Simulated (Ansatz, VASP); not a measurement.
**Be3NiS4: VASP beside Ansatz**

```
Be Ni S
1.0
     4.90861    0.00000    0.00000
     0.00000    4.90861    0.00000
     0.00000    0.00000    4.90861
Be Ni S
3 1 4
Cartesian
  2.4543 2.4543 0.0000
  2.4543 0.0000 2.4543
  0.0000 2.4543 2.4543
  0.0000 0.0000 0.0000
  1.2741 1.2741 1.2741
  1.2741 3.6345 3.6345
  3.6345 1.2741 3.6345
  3.6345 3.6345 1.2741
```

Alike in both runs: functional PBE; k mesh 6 × 6 × 6; occupations gaussian, width 0.1 eV; collinear spin.

Ansatz relaxed the structure, and its values are those at the end. VASP's run is a single point on that final structure, the one shown.

|  | VASP | Ansatz |
| --- | --- | --- |
| version | VASP 6.6.1 | Ansatz 0.2.0 |
| potentials or method | VASP PAW PBE potentials, release 64 (Be, Ni, S), cutoff 520 eV | scalar-relativistic, plane waves, PAW |
| valence electrons in the cell | 40 | 48 |

|  | VASP | Ansatz | Ansatz less VASP |
| --- | --- | --- | --- |
| gap on the k mesh at the Fermi level (eV) | none | none | - |
| pressure (GPa) | 2.9 | 2.8 | -0.02 |
| rms of the force components (eV/Å) | 0.006 | 0.003 | -0.0029 |
| net moment per atom (μB) | 0.25 | 0.25 | +0.001 |
| size of the moment on the site where the two differ most (μB) | 1.17 | 1.14 | -0.033 |

Site moments also hang on the region over which each program counts them. A gap of «none» marks a metal or a gap that the smearing closes. With one functional, cell and mesh, what is left measures potentials, basis and numerics. VASP's potentials hold 40 valence electrons a cell and Ansatz's 48, so a difference there can come from the potentials and not from the codes. Ansatz's warnings: stress scf threshold loose.
